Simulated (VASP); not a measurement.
A run of VASP 6.6.1:

Contents of INCAR:

```
SYSTEM = MnSi
ALGO = Normal
EDIFF = 1E-6
ENCUT = 520
GGA = PS
ISIF = 2
ISMEAR = 0
LASPH = .True.
LCHARG = .False.
LREAL = .False.
LWAVE = .False.
NBANDS = 44
NELM = 60
PREC = Accurate
SIGMA = 0.05
```

Contents of KPOINTS:

```
k-points
0
Gamma
  8 8 8
  0 0 0
```

POSCAR

```
MnSi
1.0
    4.5480000000      0.0000000000      0.0000000000
    0.0000000000      4.5480000000      0.0000000000
    0.0000000000      0.0000000000      4.5480000000
Mn Si
4 4
Direct
    0.1356610430      0.1356610430      0.1356610430
    0.3643389570      0.8643389570      0.6356610430
    0.6356610430      0.3643389570      0.8643389570
    0.8643389570      0.6356610430      0.3643389570
    0.8450320327      0.8450320327      0.8450320327
    0.6549679673      0.1549679673      0.3450320327
    0.3450320327      0.6549679673      0.1549679673
    0.1549679673      0.3450320327      0.6549679673
```

Potentials or basis: VASP PAW PBE potentials, release 64 (Mn_pv, Si).

Command:

```console
$ cat potpaw_PBE.64/Mn_pv/POTCAR potpaw_PBE.64/Si/POTCAR > POTCAR
$ mpirun -np 1 vasp_std > vasp.out
```

Hardware: 1 thread of AMD EPYC 7R13 (shared host).

Q: How long does it take, and how much memory?

A: Run time: 5.4 min on 1 thread of AMD EPYC 7R13, with other jobs on the host, peak memory 0.26 GiB. Counts: scf iterations 14, k points 45.
